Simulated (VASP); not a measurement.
InSb: electric field gradients with PBE

InSb:

```
CELL_PARAMETERS angstrom
0.00000 3.23910 3.23910
3.23910 0.00000 3.23910
3.23910 3.23910 0.00000
ATOMIC_POSITIONS crystal
In 0.00000 0.00000 0.00000
Sb 0.75000 0.75000 0.75000
```

```
Program                : VASP 6.6.1
Task                   : electric field gradients
Functional             : PBE
Potentials or basis    : VASP PAW PBE potentials, release 64 (In_d, Sb)
Cutoff                 : 520 eV
k mesh                 : 9 × 9 × 9
Occupations            : fermi-dirac, width 0.05 eV
Spin                   : no spin polarisation
Dipole correction      : no
Further INCAR settings : ALGO = Normal; EDIFF = 1e-08; NBANDS = 16
```

* Pressure: 3.1 GPa
* Band gap on the k mesh: zero (filled and empty bands touch)

Levels at points of the mesh, in eV from the Fermi level:
| k point | band 6 | band 7 | band 8 | band 9 | band 10 | band 11 | band 12 | band 13 |
| --- | --- | --- | --- | --- | --- | --- | --- | --- |
| (0.00, 0.00, 0.00) | -10.78 | -0.24 | -0.06 | -0.06 | -0.06 | 2.90 | 2.90 | 2.90 |

Wall time 20 s on 1 thread of Intel(R) Xeon(R) 6975P-C (Granite Rapids), with other jobs on the host, peak memory 0.22 GiB.

Caveat: without QUAD_EFG the Cq values of the log hold for a quadrupole moment of 1 mb, not for the nuclei; spin-orbit coupling is left out, which moves the levels of the heavy elements.
